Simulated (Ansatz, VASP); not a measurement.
**Sn2TeSe: VASP beside Ansatz**

POSCAR

```
Sn2TeSe
1.0
    4.4668998542      0.0000000000      0.0000000000
    0.0000000000      4.4668998542      0.0000000000
    0.0000000000      0.0000000000      6.3483297177
Se Sn Te
1 2 1
Direct
    0.0000000000      0.0000000000      0.0000000000
    0.0000000000      0.0000000000      0.5000000000
    0.5000000000      0.5000000000      0.0000000000
    0.5000000000      0.5000000000      0.5000000000
```

INCAR.step1

```
PREC = Accurate ; ENCUT = 520
ISMEAR = -1 ; SIGMA = 0.02
LREAL = F ; LASPH = T
NELM = 100 ; NBANDS = 28
GGA = PE ; ALGO = Normal
EDIFF = 1E-4 ; LWAVE = T
LCHARG = F
```

File INCAR.step2:

```
PREC = Accurate ; ENCUT = 520
EDIFF = 1E-7 ; ISMEAR = -1
SIGMA = 0.02 ; LREAL = F
LASPH = T ; NELM = 100
ALGO = Normal ; ISIF = 2
LWAVE = F ; LCHARG = F
METAGGA = R2SCAN ; LMIXTAU = T
NBANDS = 28 ; ISTART = 1
```

File KPOINTS:

```
regular mesh
0
Gamma
  6 6 4
```

Input for Ansatz:

```yaml
crystal:
  lattice:
    - [4.4668998542, 0.0, 0.0]
    - [0.0, 4.4668998542, 0.0]
    - [0.0, 0.0, 6.3483297177]
  atoms:
    - { symbol: Se, position: [0.0, 0.0, 0.0] }
    - { symbol: Sn, position: [0.0, 0.0, 0.5] }
    - { symbol: Te, position: [0.5, 0.5, 0.5] }
    - { symbol: Sn, position: [0.5, 0.5, 0.0] }
kpoints:
  mp_grid: { grid: [6, 6, 4] }
hamiltonian:
  xc: r2scan
scf:
  occupations: { method: fermi_dirac, width: 0.02 }
  n_extra_bands: 5
output:
  forces: true
  stress: true
  eigenvalues: true
```

Alike in both runs: task single point; functional r2SCAN; k mesh 6 × 6 × 4; occupations fermi-dirac, width 0.02 eV; no spin polarisation.

|  | VASP | Ansatz |
| --- | --- | --- |
| version | VASP 6.6.1 | Ansatz 0.2.0 |
| potentials or method | VASP PAW PBE potentials, release 64 (Se, Sn_d, Te) | plane waves, PAW |
| plane-wave cutoff (eV) | 520 | 500 |
| valence electrons in the cell | 40 | 60 |

|  | VASP | Ansatz | Ansatz less VASP |
| --- | --- | --- | --- |
| pressure (GPa) | -2.5 | -2.5 | +0.01 |

VASP's potentials were made for PBE, not for r2SCAN. The functional is the same, so the differences come from potentials, cutoffs and numerics. VASP's potentials hold 40 valence electrons a cell and Ansatz's 60, so a difference there can come from the potentials and not from the codes.

Neither program's run includes spin-orbit coupling.
